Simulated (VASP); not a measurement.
A run of VASP 6.6.1 is set up as follows.

INCAR

```
SYSTEM = BN
PREC = Accurate
ENCUT = 520
EDIFF = 1E-6
ISMEAR = 0
SIGMA = 0.02
LREAL = .False.
LASPH = .True.
NELM = 60
ALGO = Normal
ISIF = 2
LWAVE = .False.
LCHARG = .False.
GGA = PE
NBANDS = 16
```

File KPOINTS:

```
regular mesh
0
Gamma
  12 12 4
  0 0 0
```

POSCAR

```
BN
1.0
    2.3900100019      0.0000000000      0.0000000000
   -1.1950050010      2.1334554515     -0.0391417937
    0.0000000000     -0.1202346600      6.5622145680
B N
2 2
Direct
    0.3531185646      0.6843119351      0.2589710009
    0.6688066296      0.3156880649      0.7410289991
    0.3245913878      0.6711079700      0.7535686769
    0.6534834179      0.3288920300      0.2464313231
```

Potentials or basis: VASP PAW PBE potentials, release 64 (B, N).

Run with:

```sh
$ cat potpaw_PBE.64/B/POTCAR potpaw_PBE.64/N/POTCAR > POTCAR
$ mpirun -np 1 vasp_std > vasp.out
```

Question: Estimate the pressure.

Answer: 30.8 GPa.

Question: What does it give for the largest force?

Answer: 3.101 eV/Å.

Stress tensor (GPa, compression positive):
```
50.66  0.00  0.00
 0.00 38.94 -1.67
 0.00 -1.67  2.68
```

Caveat: the cell differs from its parent crystal (strained and its atoms moved); the stress differs along the axes, from 3 to 51 GPa; this functional lacks dispersion, which binds layers or chains, so the pressure and a relaxed spacing across them are unreliable; forces of over 1 eV/Å act on the atoms, so gaps and moduli don't describe the material at rest.
